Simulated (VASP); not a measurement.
Set up this calculation in VASP 6.6.1, as the native input.

```yaml
Task: single point
Functional: PBE
Potentials_or_basis: VASP PAW PBE potentials, release 64 (H, Mo_sv)
Cutoff: 500 eV
k_mesh: 4 × 4 × 4
Occupations: gaussian, width 0.15 eV
Spin: no spin polarisation
Dipole_correction: no
Further_INCAR_settings: ALGO = Normal; EDIFF = 1e-06; NBANDS = 16
```

The structure of MoH3 lies in POSCAR:

```
MoH3
1.0
    3.5304747646      0.0000000000      0.0000000000
    0.0000000000      3.5304747646      0.0000000000
    0.0000000000      0.0000000000      3.5304747646
H Mo
3 1
Direct
    0.0000000000      0.5000000000      0.5000000000
    0.5000000000      0.0000000000      0.5000000000
    0.5000000000      0.5000000000      0.0000000000
    0.5000000000      0.5000000000      0.5000000000
```

The input as run:

INCAR

```
ALGO = Normal
EDIFF = 1E-6
ENCUT = 500
GGA = PE
GGA_COMPAT = False
ISIF = 2
ISMEAR = 0
LASPH = True
LCHARG = True
LELF = True
LREAL = False
LVHAR = True
LWAVE = False
NBANDS = 16
NELM = 120
PREC = Accurate
SIGMA = 0.15
```

KPOINTS

```
k-points
0
Gamma
  4 4 4
```

Potentials or basis: VASP PAW PBE potentials, release 64 (H, Mo_sv).

Launch:

```sh
$ cat potpaw_PBE.64/H/POTCAR potpaw_PBE.64/Mo_sv/POTCAR > POTCAR
$ mpirun -np 1 vasp_std > vasp.out
```

It gave:

```yaml
Pressure: 0.3 GPa
```

Caveat: the k points lie up to 0.44 Å⁻¹ apart.

It took 4.1 s on 1 thread of Intel(R) Xeon(R) 6975P-C (Granite Rapids), with other jobs on the host, peak memory 0.15 GiB.
